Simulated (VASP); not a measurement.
Lu: single point with PBEsol

Crystal: Lu.

```
CELL_PARAMETERS angstrom
-1.83243 1.83243 1.83243
1.83243 -1.83243 1.83243
1.83243 1.83243 -1.83243
ATOMIC_POSITIONS crystal
Lu 0.00000 0.00000 0.00000
```

This cell differs from its parent crystal: volume scaled by 0.88.

```json
{"Program": "VASP 6.6.1", "Task": "single point", "Functional": "PBEsol", "Potentials or basis": "VASP PAW PBE potentials, release 64 (Lu)", "Cutoff": "520 eV", "k mesh": "13 × 13 × 13", "Occupations": "fermi-dirac, width 0.1 eV", "Spin": "no spin polarisation"}
```

The pressure is 7.3 GPa.

Levels at points of the mesh, in eV from the Fermi level:
```csv
k point,band 8,band 9,band 10,band 11,band 12,band 13,band 14,band 15,band 16,band 17
"(0.00, 0.00, 0.00)",-4.90,-4.75,-4.75,-4.75,-4.72,2.27,2.27,2.27,4.93,4.93
```

Run time: 18 s on 1 thread of Intel Xeon 6975P-C (shared host), peak memory 0.17 GiB.

Caveat: the PAW data sets were made with another functional, which shifts forces and pressure a little; spin-orbit coupling is left out, which moves the levels of the heavy elements.
